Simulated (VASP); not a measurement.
# B (Pnnm) in VASP: single point with PBE

Aim: the single point of B with PBE.

Program: VASP 6.6.1. These are calculated values, not measurements. Logs are shortened: lines on timing, memory, paths and dates and some standing lists are left out, and cuts for length are marked.

## 1. The cell of the first run

The structure is orthorhombic, space group Pnnm (No. 58). The conventional cell has a = 4.150 Å, b = 4.181 Å, c = 3.406 Å, α = 90.00°, β = 90.00°, γ = 90.00°. B (site symmetry 2) has 6 B at 1.70 to 1.82 Å within 2.3 Å. Within 2.2 Å of B (site symmetry m) lie 5 B at 1.67 to 1.82 Å.

## 2. Single point, PBE

Contents of INCAR:

```
PREC = Accurate ; ENCUT = 520
EDIFF = 1E-6 ; ISMEAR = 0
SIGMA = 0.1 ; LREAL = F
LASPH = T ; NELM = 100
ALGO = Normal ; ISIF = 2
LWAVE = F ; LCHARG = T
GGA = PE ; LELF = T
LVHAR = T ; NBANDS = 22
```

Contents of KPOINTS:

```
regular mesh
0
Gamma
  10 10 12
```

Contents of POSCAR:

```
B
1.0
    4.1504435502      0.0000000000      0.0000000000
    0.0000000000      4.1808509005      0.0000000000
    0.0000000000      0.0000000000      3.4056231726
B
8
Direct
    0.0000000000      0.0000000000      0.7497103946
    0.5000000000      0.5000000000      0.7502896054
    0.0000000000      0.0000000000      0.2502896054
    0.5000000000      0.5000000000      0.2497103946
    0.6409541026      0.8573162352      0.0000000000
    0.3590458974      0.1426837648      0.0000000000
    0.1409541026      0.6426837648      0.5000000000
    0.8590458974      0.3573162352      0.5000000000
```

Potentials or basis: VASP PAW PBE potentials, release 64 (B).

Run with:

```console
> cat potpaw_PBE.64/B/POTCAR > POTCAR
> mpirun -np 1 vasp_std > vasp.out
```

OUTCAR:

```text
PREC = Accurate
   ENCUT = 520
   EDIFF = 1E-6
   ISMEAR = 0
   LREAL = F
   LASPH = T
   NELM = 100
   ISIF = 2
   GGA = PE

 ion  position               nearest neighbor table
   1  0.000  0.000  0.750-   3 1.70   3 1.70   7 1.82   8 1.82   5 1.82   6 1.82
   2  0.500  0.500  0.750-   4 1.70   4 1.70   6 1.82   5 1.82   8 1.82   7 1.82
   3  0.000  0.000  0.250-   1 1.70   1 1.70   8 1.82   7 1.82   6 1.82   5 1.82
   4  0.500  0.500  0.250-   2 1.70   2 1.70   5 1.82   6 1.82   7 1.82   8 1.82
   5  0.641  0.857  0.000-   6 1.67   4 1.82   2 1.82   1 1.82   3 1.82
   6  0.359  0.143  0.000-   5 1.67   4 1.82   2 1.82   1 1.82   3 1.82
   7  0.141  0.643  0.500-   8 1.67   3 1.82   1 1.82   4 1.82   2 1.82
   8  0.859  0.357  0.500-   7 1.67   3 1.82   1 1.82   4 1.82   2 1.82

  LATTYP: Found a simple orthorhombic cell.
 ALAT       =     3.4056231726
 B/A-ratio  =     1.2187031095
 C/A-ratio  =     1.2276316811

  Lattice vectors:

 A1 = (   0.0000000000,   0.0000000000,   3.4056231726)
 A2 = (   4.1504435502,   0.0000000000,   0.0000000000)
 A3 = (   0.0000000000,   4.1808509005,   0.0000000000)

Analysis of symmetry for initial positions (statically):
=====================================================================
 Subroutine PRICEL returns:
 Original cell was already a primitive cell.

 Routine SETGRP: Setting up the symmetry group for a
 simple orthorhombic supercell.

 Subroutine GETGRP returns: Found  8 space group operations
 (whereof  4 operations were pure point group operations)
 out of a pool of  8 trial point group operations.

The static configuration has the point symmetry C_2h.
 The point group associated with its full space group is D_2h.

Analysis of symmetry for dynamics (positions and initial velocities):
=====================================================================
 Subroutine PRICEL returns:
 Original cell was already a primitive cell.

 Routine SETGRP: Setting up the symmetry group for a
 simple orthorhombic supercell.

 Subroutine GETGRP returns: Found  8 space group operations
 (whereof  4 operations were pure point group operations)
 out of a pool of  8 trial point group operations.

The dynamic configuration has the point symmetry C_2h.
 The point group associated with its full space group is D_2h.

 Subroutine INISYM returns: Found  8 space group operations
 (whereof  4 operations are pure point group operations),
 and found     1 'primitive' translations

----------------------------------------------------------------------------------------

                                     Primitive cell

  volume of cell :      59.0957

  direct lattice vectors                    reciprocal lattice vectors
     4.150443550  0.000000000  0.000000000     0.240938104  0.000000000  0.000000000
     0.000000000  4.180850901  0.000000000     0.000000000  0.239185760  0.000000000
     0.000000000  0.000000000  3.405623173     0.000000000  0.000000000  0.293632017

  length of vectors
     4.150443550  4.180850901  3.405623173     0.240938104  0.239185760  0.293632017

  position of ions in fractional coordinates (direct lattice)
     0.000000000  0.000000000  0.749710395
     0.500000000  0.500000000  0.750289605
     0.000000000  0.000000000  0.250289605
     0.500000000  0.500000000  0.249710395
     0.640954103  0.857316235  0.000000000
     0.359045897  0.142683765  0.000000000
     0.140954103  0.642683765  0.500000000
     0.859045897  0.357316235  0.500000000

  ion indices of the primitive-cell ions
   primitive index   ion index
                 1           1
                 2           2
                 3           3
                 4           4
                 5           5
                 6           6
                 7           7
                 8           8

----------------------------------------------------------------------------------------

 KPOINTS: regular mesh

Automatic generation of k-mesh.
 Grid dimensions read from file:
 generate k-points for:   10   10   12

 Generating k-lattice:

  Cartesian coordinates                     Fractional coordinates (reciprocal lattice)
     0.024093810  0.000000000  0.000000000     0.100000000  0.000000000  0.000000000
     0.000000000  0.023918576  0.000000000     0.000000000  0.100000000  0.000000000
     0.000000000  0.000000000  0.024469335     0.000000000  0.000000000  0.083333333

  Length of vectors
     0.024093810  0.023918576  0.024469335

  Shift w.r.t. Gamma in fractional coordinates (k-lattice)
     0.000000000  0.000000000  0.000000000

 Subroutine IBZKPT returns following result:
 ===========================================

 Found    252 irreducible k-points:

 Following reciprocal coordinates:
            Coordinates               Weight
  0.000000  0.000000  0.000000      1.000000
  0.100000  0.000000  0.000000      2.000000
  0.200000  0.000000  0.000000      2.000000
  0.300000  0.000000  0.000000      2.000000
  0.400000  0.000000  0.000000      2.000000
  0.500000  0.000000  0.000000      1.000000
[... 16 lines left out ...]
  0.400000  0.300000  0.000000      4.000000
  0.500000  0.300000  0.000000      2.000000
 [... further k-points ...]
   k-points           NKPTS =    252   k-points in BZ     NKDIM =    252   number of bands    NBANDS=     22
   number of dos      NEDOS =    301   number of ions     NIONS =      8
   total plane-waves  NPLWV =  28672
   dimension x,y,z NGX =    32 NGY =   32 NGZ =   28
   dimension x,y,z NGXF=    64 NGYF=   64 NGZF=   56
   ions per type =               8
   NGX,Y,Z   is equivalent  to a cutoff of  12.82, 12.72, 13.67 a.u.
   NGXF,Y,Z  is equivalent  to a cutoff of  25.64, 25.45, 27.34 a.u.
 SYSTEM =  unknown system
   PREC   = accura    normal or accurate (medium, high low for compatibility)
   ISTART =      0    job   : 0-new  1-cont  2-samecut
   ICHARG =      2    charge: 1-file 2-atom 10-const
   ISPIN  =      1    spin polarized calculation?
   LNONCOLLINEAR =      F non collinear calculations
   LSORBIT =      F    spin-orbit coupling
   LASPH  =      T    aspherical Exc in radial PAW
   ENCUT  =  520.0 eV  38.22 Ry    6.18 a.u.   7.72  7.77  6.33*2*pi/ulx,y,z
   NELM   =    100;   NELMIN=  2; NELMDL= -5     # of ELM steps
   EDIFF  = 0.1E-05   stopping-criterion for ELM
   LREAL  =      F    real-space projection
   EDIFFG = 0.1E-04   stopping-criterion for IOM
   NSW    =      0    number of steps for IOM
   IBRION =     -1    ionic relax: 0-MD 1-quasi-New 2-CG
   NFREE  =      0    steps in history (QN), initial steepest desc. (CG)
   ISIF   =      2    stress and relaxation
   ISYM   =      2    0-nonsym 1-usesym 2-fastsym
   POTIM  = 0.5000    time-step for ionic-motion
   TEBEG  =    0.0;   TEEND  =   0.0 temperature during run
   PSTRESS=    0.0 pullay stress
   NELECT =      24.0000    total number of electrons
   NUPDOWN=      -1.0000    fix difference up-down
   EMIN   =  10.00;   EMAX   =-10.00  energy-range for DOS
   EFERMI =   0.00;   METHOD = LEGACY
   ISMEAR =     0;   SIGMA  =   0.10  broadening in eV -4-tet -1-fermi 0-gaus
   EFERMI_NEDOS =   21; number of points for ismear=-14 and -15
   IALGO  =     38    algorithm
   IMIX   =      4    mixing-type and parameters
     AMIX     =   0.40;   BMIX     =  1.00
     AMIX_MAG =   1.60;   BMIX_MAG =  1.00
  volume/ion in A,a.u.               =       7.39        49.85
  Fermi-wavevector in a.u.,A,eV,Ry     =   1.212346  2.291002 19.997615  1.469783
  Thomas-Fermi vector in A             =   2.347833
   LORBIT       =      0    0 simple, 1 ext, 2 COOP (PROOUT), +10 PAW based schemes
   GGA     = PE    functional components
   LHFCALC =     F    Hartree Fock is set to
   AEXX    =    0.0000 exact exchange contribution
   IVDW    =     0    specifies the selected vdW correction
   LEPSILON=     F    determine dielectric tensor
   LRPA    =     F    only Hartree local field effects (RPA)
 non-spin polarized calculation
 Gauss-broadening in eV      SIGMA  =   0.10
  energy-cutoff  :      520.00
  volume of cell :       59.10
 maximum number of plane-waves:      1614
 NGX is ok and might be reduce to    32
   NGX = 15   NGY = 15   NGZ = 13

 number of electron      24.0000001 magnetization

 Free energy of the ion-electron system (eV)
  ---------------------------------------------------
  ext. energy  EPLUGINS =         0.00000000
  ---------------------------------------------------
  free energy    TOTEN  =       -50.09762880 eV

  energy without entropy =      -50.09026159  energy(sigma->0) =      -50.09394520

 E-fermi :   5.5129     XC(G=0): -11.6258

 val. band max:        5.5079410871   @ k =   0.2000   0.3000   0.3333
 cond. band min:       5.5485521314   @ k =   0.4000   0.2000   0.3333
 fundamental gap:      0.0406110443
 Fermi energy:         5.5128533661

 k-point     1 :       0.0000    0.0000    0.0000
  band No.  band energies     occupation
      1      -9.3502      2.00000
      2      -4.4690      2.00000
      3      -2.6128      2.00000
      4      -2.5351      2.00000
      5      -1.9560      2.00000
      6       0.3989      2.00000
[... 14 lines left out ...]
     21      14.2583      0.00000
     22      16.9316      0.00000

 k-point     2 :       0.1000    0.0000    0.0000
  band No.  band energies     occupation
      1      -9.2847      2.00000
      2      -4.7862      2.00000
      3      -2.5988      2.00000
      4      -2.5493      2.00000
      5      -1.6355      2.00000
      6       0.3492      2.00000
[... 14 lines left out ...]
     21      14.3727      0.00000
     22      16.1111      0.00000

 k-point     3 :       0.2000    0.0000    0.0000
  band No.  band energies     occupation
      1      -9.0887      2.00000
      2      -5.4964      2.00000
      3      -2.5180      2.00000
      4      -2.3606      2.00000
      5      -1.1919      2.00000
      6       0.1744      2.00000
[... 14 lines left out ...]
     21      14.5794      0.00000
     22      15.2882      0.00000

 k-point     4 :       0.3000    0.0000    0.0000
  band No.  band energies     occupation
      1      -8.7637      2.00000
      2      -6.2987      2.00000
      3      -2.2691      2.00000
      4      -2.0528      2.00000
      5      -0.8832      2.00000
      6      -0.2277      2.00000
[... 14 lines left out ...]
     21      14.1020      0.00000
     22      14.6883      0.00000

 k-point     5 :       0.4000    0.0000    0.0000
  band No.  band energies     occupation
      1      -8.3131      2.00000
      2      -7.0641      2.00000
      3      -1.8919      2.00000
      4      -1.6432      2.00000
      5      -0.8078      2.00000
      6      -0.7935      2.00000
[... 417 lines left out ...]
 k-point    22 :       0.3000    0.3000    0.0000
  band No.  band energies     occupation
      1      -8.2072      2.00000
      2      -6.3500      2.00000
      3      -4.4764      2.00000
      4      -2.6724      2.00000
      5      -0.8013      2.00000
      6      -0.2054      2.00000
[... 14 lines left out ...]
     21      14.6969      0.00000
     22      14.9728      0.00000

 k-point    23 :       0.4000    0.3000    0.0000
  band No.  band energies     occupation
      1      -7.7832      2.00000
      2      -6.7352      2.00000
      3      -4.4658      2.00000
      4      -3.4427      2.00000
      5      -0.6398      2.00000
      6      -0.3237      2.00000
[... 14 lines left out ...]
     21      14.2855      0.00000
     22      15.3556      0.00000

 k-point    24 :       0.5000    0.3000    0.0000
  band No.  band energies     occupation
      1      -7.2705      2.00000
      2      -7.2705      2.00000
      3      -4.0644      2.00000
      4      -4.0644      2.00000
      5      -0.4748      2.00000
      6      -0.4748      2.00000
[... 14 lines left out ...]
     21      14.6495      0.00000
     22      14.6495      0.00000

 [... further k-points ...]

------------------------ aborting loop because EDIFF is reached ----------------------------------------

  FORCE on cell =-STRESS in cart. coord.  units (eV):
  Direction    XX          YY          ZZ          XY          YZ          ZX
  --------------------------------------------------------------------------------------
  -------------------------------------------------------------------------------------
  Total        0.0042959     -0.0122356     -0.0168490      0.0000000      0.0000000      0.0000000
  in kB        0.1164700     -0.3317259     -0.4568025      0.0000000      0.0000000      0.0000000
  external PRESSURE =      -0.2240195 kB  Pullay stress =       0.0000000 kB

 VOLUME and BASIS-vectors are now :
 -----------------------------------------------------------------------------
  energy-cutoff  :      520.00
  volume of cell :       59.10
      direct lattice vectors                 reciprocal lattice vectors
     4.150443550  0.000000000  0.000000000     0.240938104  0.000000000  0.000000000
     0.000000000  4.180850901  0.000000000     0.000000000  0.239185760  0.000000000
     0.000000000  0.000000000  3.405623173     0.000000000  0.000000000  0.293632017

 POSITION                                       TOTAL-FORCE (eV/Angst)
 -----------------------------------------------------------------------------------
      0.00000      0.00000      2.55323         0.000000      0.000000      0.001327
      2.07522      2.09043      2.55520         0.000000      0.000000     -0.001327
      0.00000      0.00000      0.85239         0.000000      0.000000     -0.001327
      2.07522      2.09043      0.85042        -0.000000     -0.000000      0.001327
      2.66024      3.58431      0.00000         0.006066     -0.005446      0.000000
      1.49020      0.59654      0.00000        -0.006066      0.005446      0.000000
      0.58502      2.68696      1.70281         0.006066      0.005446      0.000000
      3.56542      1.49389      1.70281        -0.006066     -0.005446      0.000000
 -----------------------------------------------------------------------------------
    total drift:                                0.000000     -0.000000     -0.000000

  FREE ENERGIE OF THE ION-ELECTRON SYSTEM (eV)
  ---------------------------------------------------
  free  energy   TOTEN  =       -50.0976288048 eV

  energy  without entropy=      -50.0902615920  energy(sigma->0) =      -50.09394520
```

Run time: 3 min. Hardware: 1 thread of Intel Xeon Platinum 8488C (Sapphire Rapids), shared host; peak memory 0.33 GiB.

Results:

```
Free energy            : -50.0976 eV
Pressure               : 0.0 GPa
Largest force          : 0.008 eV/Å
Band gap on the k mesh : zero (band 12 reaches 6.65 eV, above the bottom of band 13 at 4.49 eV)
```

Forces in eV/Å, atoms in the order of the input:
```
B    0.000  0.000  0.001
B    0.000  0.000 -0.001
B    0.000  0.000 -0.001
B    0.000  0.000  0.001
B    0.006 -0.005  0.000
B   -0.006  0.005  0.000
B    0.006  0.005  0.000
B   -0.006 -0.005  0.000
```

Levels at points of the mesh, in eV from the Fermi level:
| k point | band 8 | band 9 | band 10 | band 11 | band 12 | band 13 | band 14 | band 15 | band 16 | band 17 |
| --- | --- | --- | --- | --- | --- | --- | --- | --- | --- | --- |
| (0.00, 0.00, 0.00) | -3.89 | -3.48 | -3.47 | -1.79 | 0.84 | 0.94 | 2.66 | 3.29 | 5.25 | 6.53 |
| (0.50, 0.00, 0.00) | -5.56 | -2.33 | -2.33 | -0.84 | -0.84 | 2.26 | 2.26 | 6.15 | 6.15 | 6.21 |
| (0.00, 0.50, 0.00) | -5.51 | -2.36 | -2.36 | -0.97 | -0.97 | 2.33 | 2.33 | 6.12 | 6.12 | 6.24 |
| (0.50, 0.50, 0.00) | -2.29 | -1.49 | -1.49 | -0.70 | -0.70 | 0.11 | 0.11 | 6.00 | 6.00 | 6.95 |
| (0.00, 0.00, 0.50) | -4.91 | -3.61 | -3.61 | -1.21 | -1.21 | 1.04 | 1.04 | 1.87 | 1.87 | 5.69 |
| (0.50, 0.00, 0.50) | -4.73 | -2.96 | -2.96 | -2.61 | -2.61 | 0.83 | 0.83 | 5.87 | 5.87 | 8.04 |
| (0.00, 0.50, 0.50) | -4.69 | -2.92 | -2.92 | -2.56 | -2.56 | 0.65 | 0.65 | 5.78 | 5.78 | 8.01 |
| (0.50, 0.50, 0.50) | -6.47 | -0.97 | -0.97 | 1.14 | 1.14 | 3.50 | 3.50 | 4.10 | 4.10 | 6.57 |
